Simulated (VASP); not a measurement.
# TiPt3 (Pm-3m) in VASP: density of states with PBE

Aim: the density of states of TiPt3 with PBE.

Everything below comes from runs of VASP 6.6.1. Logs are shortened: lines on timing, memory, paths and dates and some standing lists are left out, and cuts for length are marked.

### Step 1. The cell of the first run

The structure is cubic, space group Pm-3m (No. 221). The conventional cell has a = 3.897 Å, b = 3.897 Å, c = 3.897 Å, α = 90.00°, β = 90.00°, γ = 90.00°. Ti (site symmetry m-3m) has 12 Pt at 2.76 Å within 3.6 Å. Pt (site symmetry 4/mmm) has 4 Ti at 2.76 Å and 8 Pt at 2.76 Å within 3.6 Å.

### Step 2. Density of states, PBE

The input, POSCAR:

```
TiPt3
1.0
    3.8970000000      0.0000000000      0.0000000000
    0.0000000000      3.8970000000      0.0000000000
    0.0000000000      0.0000000000      3.8970000000
Ti Pt
1 3
Direct
    0.0000000000      0.0000000000      0.0000000000
    0.0000000000      0.5000000000      0.5000000000
    0.5000000000      0.0000000000      0.5000000000
    0.5000000000      0.5000000000      0.0000000000
```

The input, INCAR.step1:

```
PREC = Accurate ; ENCUT = 520
EDIFF = 1E-6 ; ISMEAR = -1
SIGMA = 0.05 ; LREAL = F
LASPH = T ; NELM = 80
ALGO = Normal ; ISIF = 2
LWAVE = F ; LCHARG = T
LMAXMIX = 4 ; GGA = PE
NBANDS = 29
```

The input, KPOINTS.step1:

```
regular mesh
0
Gamma
  9 9 9
```

The input, INCAR.step2:

```
PREC = Accurate ; ENCUT = 520
EDIFF = 1E-6 ; ISMEAR = -5
SIGMA = 0.05 ; LREAL = F
LASPH = T ; NELM = 80
ALGO = Normal ; ISIF = 2
LWAVE = F ; LCHARG = F
LMAXMIX = 4 ; GGA = PE
LORBIT = 11 ; NEDOS = 2001
ICHARG = 11
```

The input, KPOINTS.step2:

```
regular mesh
0
Gamma
  14 14 14
```

Potentials or basis: VASP PAW PBE potentials, release 64 (Ti_sv, Pt).

Run with:

```console
$ cat potpaw_PBE.64/Ti_sv/POTCAR potpaw_PBE.64/Pt/POTCAR > POTCAR
$ cp INCAR.step1 INCAR
$ cp KPOINTS.step1 KPOINTS
$ mpirun -np 1 vasp_std > vasp.out
$ cp INCAR.step2 INCAR
$ cp KPOINTS.step2 KPOINTS
$ mpirun -np 1 vasp_std > vasp.out
```

OUTCAR:

```text
PREC = Accurate
   ENCUT = 520
   EDIFF = 1E-6
   ISMEAR = -5
   LREAL = F
   LASPH = T
   NELM = 80
   ISIF = 2
   GGA = PE
   LORBIT = 11
   ICHARG = 11

 ion  position               nearest neighbor table
   1  0.000  0.000  0.000-   2 2.76   3 2.76   4 2.76   2 2.76   3 2.76   2 2.76   4 2.76   2 2.76
                             3 2.76   4 2.76   3 2.76   4 2.76
   2  0.000  0.500  0.500-   1 2.76   3 2.76   4 2.76   1 2.76   4 2.76   1 2.76   3 2.76   1 2.76
                             3 2.76   4 2.76   4 2.76   3 2.76
   3  0.500  0.000  0.500-   1 2.76   2 2.76   4 2.76   1 2.76   4 2.76   2 2.76   4 2.76   4 2.76
                             1 2.76   2 2.76   1 2.76   2 2.76
   4  0.500  0.500  0.000-   1 2.76   2 2.76   3 2.76   2 2.76   3 2.76   1 2.76   3 2.76   3 2.76
                             1 2.76   2 2.76   2 2.76   1 2.76

  LATTYP: Found a simple cubic cell.
 ALAT       =     3.8970000000

  Lattice vectors:

 A1 = (   3.8970000000,   0.0000000000,   0.0000000000)
 A2 = (   0.0000000000,   3.8970000000,   0.0000000000)
 A3 = (   0.0000000000,   0.0000000000,   3.8970000000)

Analysis of symmetry for initial positions (statically):
=====================================================================
 Subroutine PRICEL returns:
 Original cell was already a primitive cell.

 Routine SETGRP: Setting up the symmetry group for a
 simple cubic supercell.

 Subroutine GETGRP returns: Found 48 space group operations
 (whereof 48 operations were pure point group operations)
 out of a pool of 48 trial point group operations.

The static configuration has the point symmetry O_h .

Analysis of symmetry for dynamics (positions and initial velocities):
=====================================================================
 Subroutine PRICEL returns:
 Original cell was already a primitive cell.

 Routine SETGRP: Setting up the symmetry group for a
 simple cubic supercell.

 Subroutine GETGRP returns: Found 48 space group operations
 (whereof 48 operations were pure point group operations)
 out of a pool of 48 trial point group operations.

The dynamic configuration has the point symmetry O_h .

 Subroutine INISYM returns: Found 48 space group operations
 (whereof 48 operations are pure point group operations),
 and found     1 'primitive' translations

----------------------------------------------------------------------------------------

                                     Primitive cell

  volume of cell :      59.1822

  direct lattice vectors                    reciprocal lattice vectors
[... 106 lines left out ...]
   EMIN   =  10.00;   EMAX   =-10.00  energy-range for DOS
   EFERMI =   0.00;   METHOD = LEGACY
   ISMEAR =    -5;   SIGMA  =   0.05  broadening in eV -4-tet -1-fermi 0-gaus
   EFERMI_NEDOS =   21; number of points for ismear=-14 and -15
   IALGO  =     38    algorithm
   IMIX   =      4    mixing-type and parameters
     AMIX     =   0.40;   BMIX     =  1.00
     AMIX_MAG =   1.60;   BMIX_MAG =  1.00
  volume/ion in A,a.u.               =      14.80        99.85
  Fermi-wavevector in a.u.,A,eV,Ry     =   1.460251  2.759474 29.012153  2.132333
  Thomas-Fermi vector in A             =   2.576723
   LORBIT       =     11    0 simple, 1 ext, 2 COOP (PROOUT), +10 PAW based schemes
   GGA     = PE    functional components
   LHFCALC =     F    Hartree Fock is set to
   AEXX    =    0.0000 exact exchange contribution
   IVDW    =     0    specifies the selected vdW correction
   LEPSILON=     F    determine dielectric tensor
   LRPA    =     F    only Hartree local field effects (RPA)
 non-spin polarized calculation
 Fermi weights with tetrahedron method with Bloechl corrections
  energy-cutoff  :      520.00
  volume of cell :       59.18
 maximum number of plane-waves:      1628
 NGX is ok and might be reduce to    30

 number of electron      41.9999997 magnetization

 Free energy of the ion-electron system (eV)
  ---------------------------------------------------
  ext. energy  EPLUGINS =         0.00000000
  ---------------------------------------------------
  free energy    TOTEN  =       -29.48571022 eV

  energy without entropy =      -29.48571022  energy(sigma->0) =      -29.48571022

 E-fermi :  11.8820     XC(G=0): -13.2833

 val. band max:       11.9171801607   @ k =   0.3571   0.0000   0.0000
 cond. band min:      11.8973444577   @ k =   0.5000   0.5000   0.4286
 fundamental gap:     -0.0198357030
 Fermi energy:        11.8820137745

 k-point     1 :       0.0000    0.0000    0.0000
  band No.  band energies     occupation
      1     -46.3152      2.00000
      2     -22.5345      2.00000
      3     -22.5345      2.00000
      4     -22.5345      2.00000
      5       1.6429      2.00000
      6       4.4382      2.00000
[... 661 lines left out ...]
     24      12.5111      0.00000
     25      13.1868      0.00000

 [... further k-points ...]

------------------------ aborting loop because EDIFF is reached ----------------------------------------

  FORCE on cell =-STRESS in cart. coord.  units (eV):
  Direction    XX          YY          ZZ          XY          YZ          ZX
  --------------------------------------------------------------------------------------
  -------------------------------------------------------------------------------------
  Total        3.6798692      3.6798692      3.6798692     -0.0000000     -0.0000000      0.0000000
  in kB       99.6211949     99.6211949     99.6211949     -0.0000000     -0.0000000      0.0000000
  external PRESSURE =      99.6211949 kB  Pullay stress =       0.0000000 kB

 VOLUME and BASIS-vectors are now :
 -----------------------------------------------------------------------------
  energy-cutoff  :      520.00
  volume of cell :       59.18
      direct lattice vectors                 reciprocal lattice vectors
     3.897000000  0.000000000  0.000000000     0.256607647  0.000000000  0.000000000
     0.000000000  3.897000000  0.000000000     0.000000000  0.256607647  0.000000000
     0.000000000  0.000000000  3.897000000     0.000000000  0.000000000  0.256607647

 POSITION                                       TOTAL-FORCE (eV/Angst)
 -----------------------------------------------------------------------------------
      0.00000      0.00000      0.00000         0.000000      0.000000      0.000000
      0.00000      1.94850      1.94850         0.000000      0.000000      0.000000
      1.94850      0.00000      1.94850         0.000000      0.000000      0.000000
      1.94850      1.94850      0.00000         0.000000      0.000000      0.000000
 -----------------------------------------------------------------------------------
    total drift:                                0.000000      0.000000     -0.000000

  FREE ENERGIE OF THE ION-ELECTRON SYSTEM (eV)
  ---------------------------------------------------
  free  energy   TOTEN  =       -29.4857102154 eV

  energy  without entropy=      -29.4857102154  energy(sigma->0) =      -29.48571022

 total charge

# of ion       s       p       d       tot
------------------------------------------
    1        2.214   6.162   1.784  10.160
    2        0.703   0.683   8.082   9.468
    3        0.703   0.683   8.082   9.468
    4        0.703   0.683   8.082   9.468
--------------------------------------------------
tot          4.324   8.209  26.031  38.564
```

OUTCAR.step1:

```text
PREC = Accurate
   ENCUT = 520
   EDIFF = 1E-6
   ISMEAR = -1
   LREAL = F
   LASPH = T
[... 999 lines left out ...]
      0.00000      0.00000      0.00000         0.000000      0.000000      0.000000
      0.00000      1.94850      1.94850         0.000000      0.000000      0.000000
      1.94850      0.00000      1.94850         0.000000      0.000000      0.000000
      1.94850      1.94850      0.00000         0.000000      0.000000      0.000000
 -----------------------------------------------------------------------------------
    total drift:                                0.000000      0.000000     -0.000000

  FREE ENERGIE OF THE ION-ELECTRON SYSTEM (eV)
  ---------------------------------------------------
  free  energy   TOTEN  =       -29.4918260875 eV

  energy  without entropy=      -29.4797817850  energy(sigma->0) =      -29.48580394
```

OSZICAR.step1:

```text
N       E                     dE             d eps       ncg     rms          rms(c)
DAV:   1     0.379477057456E+03    0.37948E+03   -0.20935E+04  2030   0.157E+03
DAV:   2    -0.470329306984E+01   -0.38418E+03   -0.36311E+03  2150   0.405E+02
DAV:   3    -0.316466193129E+02   -0.26943E+02   -0.25821E+02  2570   0.103E+02
DAV:   4    -0.325311906064E+02   -0.88457E+00   -0.88124E+00  2522   0.170E+01
DAV:   5    -0.325562268741E+02   -0.25036E-01   -0.25034E-01  2464   0.281E+00    0.227E+01
DAV:   6    -0.308517295318E+02    0.17045E+01   -0.10944E+01  2220   0.284E+01    0.141E+01
DAV:   7    -0.304605802936E+02    0.39115E+00   -0.20065E+01  2577   0.289E+01    0.109E+01
DAV:   8    -0.296043555527E+02    0.85622E+00   -0.95668E-01  2160   0.950E+00    0.440E+00
DAV:   9    -0.295624869559E+02    0.41869E-01   -0.11982E+00  2889   0.634E+00    0.272E+00
DAV:  10    -0.294920879602E+02    0.70399E-01   -0.26432E-01  2366   0.369E+00    0.411E-01
DAV:  11    -0.294942983639E+02   -0.22104E-02   -0.37227E-03  2301   0.487E-01    0.504E-01
DAV:  12    -0.294918190752E+02    0.24793E-02   -0.96995E-03  2672   0.641E-01    0.366E-02
DAV:  13    -0.294918256543E+02   -0.65791E-05   -0.14836E-04  2205   0.897E-02    0.104E-02
DAV:  14    -0.294918260875E+02   -0.43321E-06   -0.31898E-06  2188   0.127E-02
   1 F= -.29491826E+02 E0= -.29485804E+02  d E =-.120443E-01
```

It took 2.9 min on 1 thread of AMD EPYC 7R43 (Zen 3), shared host; peak memory 0.25 GiB.

What came out:

```yaml
Valence_electrons_inside_the_program's_atomic_spheres: Ti 10.16; Pt 9.47
```

Caveat: spin-orbit coupling is left out, which moves the levels of the heavy elements; tetrahedron occupations give inexact forces and stress in metals.
